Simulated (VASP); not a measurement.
# MgO (CsCl type) (Pm-3m) in VASP: notebook

MgO (CsCl type) is run at these levels: PBE; tasks: density of states.

Program: VASP 6.6.1. These are calculated values, not measurements. Logs are shortened: lines on timing, memory, paths and dates and some standing lists are left out, and cuts for length are marked.

**1. The cell of the first run**

The structure is cubic, space group Pm-3m (No. 221). Conventional cell: a = 2.179 Å, b = 2.179 Å, c = 2.179 Å, α = 90.00°, β = 90.00°, γ = 90.00°. Mg (site symmetry m-3m) has 8 O at 1.89 Å and 6 Mg at 2.18 Å within 2.5 Å. Within 2.5 Å of O (site symmetry m-3m) lie 8 Mg at 1.89 Å and 6 O at 2.18 Å.

**2. Density of states, PBE (volume scaled by 0.55)**

The input, POSCAR:

```
MgO
1.0
    2.1792908073      0.0000000000      0.0000000000
    0.0000000000      2.1792908073      0.0000000000
    0.0000000000      0.0000000000      2.1792908073
Mg O
1 1
Direct
    0.0000000000      0.0000000000      0.0000000000
    0.5000000000      0.5000000000      0.5000000000
```

The input, INCAR.step1:

```
ALGO     = Normal         # electronic algorithm
EDIFF    = 1E-6           # SCF threshold, eV
ENCUT    = 520            # plane-wave cutoff, eV
GGA      = PE             # functional
ISIF     = 2              # what is computed and relaxed
ISMEAR   = -1             # smearing method
LASPH    = True           # aspherical terms in the spheres
LCHARG   = True           # write CHGCAR
LREAL    = False          # projectors in reciprocal space
LWAVE    = False          # write WAVECAR
NBANDS   = 11             # bands
NELM     = 60             # most SCF steps
PREC     = Accurate       # precision mode
SIGMA    = 0.08           # smearing width, eV
```

The input, KPOINTS.step1:

```
k-points
0
Gamma
  15 15 15
```

The input, INCAR.step2:

```
ALGO     = Normal         # electronic algorithm
EDIFF    = 1E-6           # SCF threshold, eV
ENCUT    = 520            # plane-wave cutoff, eV
GGA      = PE             # functional
ICHARG   = 11             # starting density
ISIF     = 2              # what is computed and relaxed
ISMEAR   = -5             # smearing method
LASPH    = True           # aspherical terms in the spheres
LCHARG   = False          # write CHGCAR
LORBIT   = 10             # projections on sites
LREAL    = False          # projectors in reciprocal space
LWAVE    = False          # write WAVECAR
NEDOS    = 2001           # points of the DOS
NELM     = 60             # most SCF steps
PREC     = Accurate       # precision mode
SIGMA    = 0.08           # smearing width, eV
```

The input, KPOINTS.step2:

```
k-points
0
Gamma
  23 23 23
```

Potentials or basis: VASP PAW PBE potentials, release 64 (Mg, O).

The run is started by

```console
$ cat potpaw_PBE.64/Mg/POTCAR potpaw_PBE.64/O/POTCAR > POTCAR
$ cp INCAR.step1 INCAR
$ cp KPOINTS.step1 KPOINTS
$ mpirun -np 1 vasp_std > vasp.out
$ cp INCAR.step2 INCAR
$ cp KPOINTS.step2 KPOINTS
$ mpirun -np 1 vasp_std > vasp.out
```

OUTCAR:

```text
EDIFF = 1E-6
   ENCUT = 520
   GGA = PE
   ICHARG = 11
   ISIF = 2
   ISMEAR = -5
   LASPH = True
   LORBIT = 10
   LREAL = False
   NELM = 60
   PREC = Accurate

 ion  position               nearest neighbor table
   1  0.000  0.000  0.000-   2 1.89   2 1.89   2 1.89   2 1.89   2 1.89   2 1.89   2 1.89   2 1.89

   2  0.500  0.500  0.500-   1 1.89   1 1.89   1 1.89   1 1.89   1 1.89   1 1.89   1 1.89   1 1.89

  LATTYP: Found a simple cubic cell.
 ALAT       =     2.1792908073

  Lattice vectors:

 A1 = (   2.1792908073,   0.0000000000,   0.0000000000)
 A2 = (   0.0000000000,   2.1792908073,   0.0000000000)
 A3 = (   0.0000000000,   0.0000000000,   2.1792908073)

Analysis of symmetry for initial positions (statically):
=====================================================================
 Subroutine PRICEL returns:
 Original cell was already a primitive cell.

 Routine SETGRP: Setting up the symmetry group for a
 simple cubic supercell.

 Subroutine GETGRP returns: Found 48 space group operations
[... 9 lines left out ...]

 Routine SETGRP: Setting up the symmetry group for a
 simple cubic supercell.

 Subroutine GETGRP returns: Found 48 space group operations
[... 11 lines left out ...]
                                     Primitive cell

  volume of cell :      10.3501

  direct lattice vectors                    reciprocal lattice vectors
     2.179290807  0.000000000  0.000000000     0.458864873  0.000000000  0.000000000
     0.000000000  2.179290807  0.000000000     0.000000000  0.458864873  0.000000000
     0.000000000  0.000000000  2.179290807     0.000000000  0.000000000  0.458864873

  length of vectors
     2.179290807  2.179290807  2.179290807     0.458864873  0.458864873  0.458864873

  position of ions in fractional coordinates (direct lattice)
     0.000000000  0.000000000  0.000000000
     0.500000000  0.500000000  0.500000000

  ion indices of the primitive-cell ions
   primitive index   ion index
                 1           1
                 2           2

----------------------------------------------------------------------------------------

 KPOINTS: k-points

Automatic generation of k-mesh.
 Grid dimensions read from file:
 generate k-points for:   23   23   23

 Generating k-lattice:

[... 63 lines left out ...]
   EDIFF  = 0.1E-05   stopping-criterion for ELM
   LREAL  =      F    real-space projection
   EDIFFG = 0.1E-04   stopping-criterion for IOM
   NSW    =      0    number of steps for IOM
   IBRION =     -1    ionic relax: 0-MD 1-quasi-New 2-CG
   NFREE  =      0    steps in history (QN), initial steepest desc. (CG)
   ISIF   =      2    stress and relaxation
   ISYM   =      2    0-nonsym 1-usesym 2-fastsym
   POTIM  = 0.5000    time-step for ionic-motion
   TEBEG  =    0.0;   TEEND  =   0.0 temperature during run
   PSTRESS=    0.0 pullay stress
   NELECT =       8.0000    total number of electrons
   NUPDOWN=      -1.0000    fix difference up-down
   EMIN   =  10.00;   EMAX   =-10.00  energy-range for DOS
   EFERMI =   0.00;   METHOD = LEGACY
   ISMEAR =    -5;   SIGMA  =   0.08  broadening in eV -4-tet -1-fermi 0-gaus
   EFERMI_NEDOS =   21; number of points for ismear=-14 and -15
   IALGO  =     38    algorithm
   IMIX   =      4    mixing-type and parameters
     AMIX     =   0.40;   BMIX     =  1.00
     AMIX_MAG =   1.60;   BMIX_MAG =  1.00
  volume/ion in A,a.u.               =       5.18        34.92
  Fermi-wavevector in a.u.,A,eV,Ry     =   1.502414  2.839151 30.711724  2.257248
  Thomas-Fermi vector in A             =   2.613658
   LORBIT       =     10    0 simple, 1 ext, 2 COOP (PROOUT), +10 PAW based schemes
   GGA     = PE    functional components
   LHFCALC =     F    Hartree Fock is set to
   AEXX    =    0.0000 exact exchange contribution
   IVDW    =     0    specifies the selected vdW correction
   LEPSILON=     F    determine dielectric tensor
   LRPA    =     F    only Hartree local field effects (RPA)
 non-spin polarized calculation
 Fermi weights with tetrahedron method with Bloechl corrections
  energy-cutoff  :      520.00
  volume of cell :       10.35
 maximum number of plane-waves:       291

 number of electron       7.9999992 magnetization

 Free energy of the ion-electron system (eV)
  ---------------------------------------------------
  ext. energy  EPLUGINS =         0.00000000
  ---------------------------------------------------
  free energy    TOTEN  =        -5.93543316 eV

  energy without entropy =       -5.93543316  energy(sigma->0) =       -5.93543316

 E-fermi :  12.0041     XC(G=0): -14.3186

 val. band max:       11.9800518865   @ k =   0.4783   0.4783   0.0000
 cond. band min:      19.1423914277   @ k =   0.4783   0.4783   0.0000
 fundamental gap:      7.1623395412
 Fermi energy:        12.0040568337

 k-point     1 :       0.0000    0.0000    0.0000
  band No.  band energies     occupation
      1     -11.7698      2.00000
      2      10.2105      2.00000
      3      10.2105      2.00000
      4      10.2105      2.00000
      5      22.5169      0.00000
      6      22.8482      0.00000
      7      22.8482      0.00000
      8      43.9257      0.00000
[... 243 lines left out ...]
 k-point    24 :       0.0870    0.0870    0.0000
  band No.  band energies     occupation
      1     -11.4473      2.00000
      2       9.3269      2.00000
      3       9.3818      2.00000
      4      10.2863      2.00000
      5      23.0593      0.00000
      6      23.7651      0.00000
      7      24.0905      0.00000
      8      42.1977      0.00000

 [... further k-points ...]
[... 5 lines left out ...]
  --------------------------------------------------------------------------------------
  -------------------------------------------------------------------------------------
  Total       18.3458706     18.3458706     18.3458706     -0.0000000      0.0000000      0.0000000
  in kB     2839.9019540   2839.9019540   2839.9019540     -0.0000000      0.0000000      0.0000000
  external PRESSURE =    2839.9019540 kB  Pullay stress =       0.0000000 kB

 VOLUME and BASIS-vectors are now :
 -----------------------------------------------------------------------------
  energy-cutoff  :      520.00
  volume of cell :       10.35
      direct lattice vectors                 reciprocal lattice vectors
     2.179290807  0.000000000  0.000000000     0.458864873  0.000000000  0.000000000
     0.000000000  2.179290807  0.000000000     0.000000000  0.458864873  0.000000000
     0.000000000  0.000000000  2.179290807     0.000000000  0.000000000  0.458864873

 POSITION                                       TOTAL-FORCE (eV/Angst)
 -----------------------------------------------------------------------------------
      0.00000      0.00000      0.00000         0.000000      0.000000      0.000000
      1.08965      1.08965      1.08965         0.000000      0.000000      0.000000
 -----------------------------------------------------------------------------------
    total drift:                                0.000000      0.000000      0.000000

  FREE ENERGIE OF THE ION-ELECTRON SYSTEM (eV)
  ---------------------------------------------------
  free  energy   TOTEN  =        -5.9354331610 eV

  energy  without entropy=       -5.9354331610  energy(sigma->0) =       -5.93543316

 total charge

# of ion       s       p       d       tot
------------------------------------------
    1        0.247   0.397   0.253   0.897
    2        1.594   3.941   0.000   5.535
--------------------------------------------------
tot          1.841   4.338   0.253   6.432
```

OSZICAR.step1:

```text
N       E                     dE             d eps       ncg     rms          rms(c)
DAV:   1     0.199867589507E+02    0.19987E+02   -0.53438E+03  3136   0.698E+02
DAV:   2    -0.801022955778E+01   -0.27997E+02   -0.27685E+02  3109   0.157E+02
DAV:   3    -0.836091961760E+01   -0.35069E+00   -0.35057E+00  3210   0.144E+01
DAV:   4    -0.836132003376E+01   -0.40042E-03   -0.40041E-03  3002   0.550E-01
DAV:   5    -0.836132061815E+01   -0.58439E-06   -0.58437E-06  3133   0.194E-02    0.881E+00
DAV:   6    -0.610229094552E+01    0.22590E+01   -0.63974E+00  2682   0.179E+01    0.229E+00
DAV:   7    -0.596559798033E+01    0.13669E+00   -0.36662E-01  3046   0.469E+00    0.137E+00
DAV:   8    -0.593543624334E+01    0.30162E-01   -0.14257E-02  3137   0.131E+00    0.130E-01
DAV:   9    -0.593523716647E+01    0.19908E-03   -0.47950E-04  3101   0.157E-01    0.640E-02
DAV:  10    -0.593522217036E+01    0.14996E-04   -0.11541E-04  2899   0.828E-02    0.133E-02
DAV:  11    -0.593522107720E+01    0.10932E-05   -0.44839E-06  2971   0.179E-02    0.105E-03
DAV:  12    -0.593522105248E+01    0.24719E-07   -0.61558E-08  1524   0.229E-03
   1 F= -.59352211E+01 E0= -.59352211E+01  d E =-.551695E-10
```

Wall time 8.3 s (1 thread of Intel Xeon 6975P-C (Granite Rapids), shared host); peak memory 0.15 GiB.

What came out:

- Valence electrons inside the program's atomic spheres: Mg 0.90; O 5.54

Levels at points of the mesh, in eV from the valence-band top:
| k point | band 1 | band 2 | band 3 | band 4 | band 5 | band 6 | band 7 | band 8 |
| --- | --- | --- | --- | --- | --- | --- | --- | --- |
| (0.00, 0.00, 0.00) | -23.75 | -1.77 | -1.77 | -1.77 | 10.54 | 10.87 | 10.87 | 31.95 |

**3. Density of states, PBE (volume scaled by 0.88)**

The input, POSCAR:

```
MgO
1.0
    2.5489139909      0.0000000000      0.0000000000
    0.0000000000      2.5489139909      0.0000000000
    0.0000000000      0.0000000000      2.5489139909
Mg O
1 1
Direct
    0.0000000000      0.0000000000      0.0000000000
    0.5000000000      0.5000000000      0.5000000000
```

The input, INCAR.step1:

```
PREC = Accurate ; ENCUT = 520
EDIFF = 1E-6 ; ISMEAR = -1
SIGMA = 0.08 ; LREAL = False
LASPH = True ; NELM = 100
ALGO = Normal ; ISIF = 2
LWAVE = False ; LCHARG = True
GGA = PE ; NBANDS = 11
```

The input, KPOINTS.step1:

```
regular mesh
0
Gamma
  15 15 15
```

The input, INCAR.step2:

```
PREC = Accurate ; ENCUT = 520
EDIFF = 1E-6 ; ISMEAR = -5
SIGMA = 0.08 ; LREAL = False
LASPH = True ; NELM = 100
ALGO = Normal ; ISIF = 2
LWAVE = False ; LCHARG = False
GGA = PE ; LORBIT = 10
NEDOS = 1001 ; ICHARG = 11
```

The input, KPOINTS.step2:

```
regular mesh
0
Gamma
  23 23 23
```

Potentials or basis: VASP PAW PBE potentials, release 64 (Mg, O).

The run is started by

```console
$ cat potpaw_PBE.64/Mg/POTCAR potpaw_PBE.64/O/POTCAR > POTCAR
$ cp INCAR.step1 INCAR
$ cp KPOINTS.step1 KPOINTS
$ mpirun -np 1 vasp_std > vasp.out
$ cp INCAR.step2 INCAR
$ cp KPOINTS.step2 KPOINTS
$ mpirun -np 1 vasp_std > vasp.out
```

Run time: 19 s. Hardware: 1 thread of Intel Xeon 6975P-C (Granite Rapids), shared host; peak memory 0.17 GiB.

Results (log left out):

| Property | Result |
| --- | --- |
| Valence electrons inside the program's atomic spheres | Mg 0.41; O 5.11 |

Levels at points of the mesh, in eV from the valence-band top:
```
           k point  band 1  band 2  band 3  band 4  band 5  band 6  band 7  band 8
(0.00, 0.00, 0.00)  -19.21   -1.11   -1.11   -1.11    3.49   10.63   10.63   21.97
```
